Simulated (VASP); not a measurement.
A run of VASP 6.6.1:

The input INCAR:

```
ALGO = Normal
EDIFF = 1E-7
ENCUT = 520
GGA = PS
ISIF = 2
ISMEAR = 0
LASPH = True
LCHARG = True
LELF = True
LREAL = False
LVHAR = True
LWAVE = False
NBANDS = 16
NELM = 60
PREC = Accurate
SIGMA = 0.15
```

Contents of KPOINTS:

```
k-points
0
Gamma
  12 12 12
```

File POSCAR:

```
InSb
1.0
    0.0000000000      3.3362730000      3.2876865000
    3.3362730000      0.0000000000      3.2876865000
    3.3362730000      3.3362730000      0.0000000000
In Sb
1 1
Direct
    0.0000000000      0.0000000000      0.0000000000
    0.7500000000      0.7500000000      0.7500000000
```

Potentials or basis: VASP PAW PBE potentials, release 64 (In_d, Sb).

Run with:

```sh
$ cat potpaw_PBE.64/In_d/POTCAR potpaw_PBE.64/Sb/POTCAR > POTCAR
$ mpirun -np 1 vasp_std > vasp.out
```

Hardware: 1 thread of Intel Xeon 8259CL (shared host).

Question: How long does it take, and how much memory?

Answer: It took 3.7 min on 1 thread of Intel Xeon 8259CL, on a shared host, peak memory 0.35 GiB. Counts: scf iterations 15, k points 163.
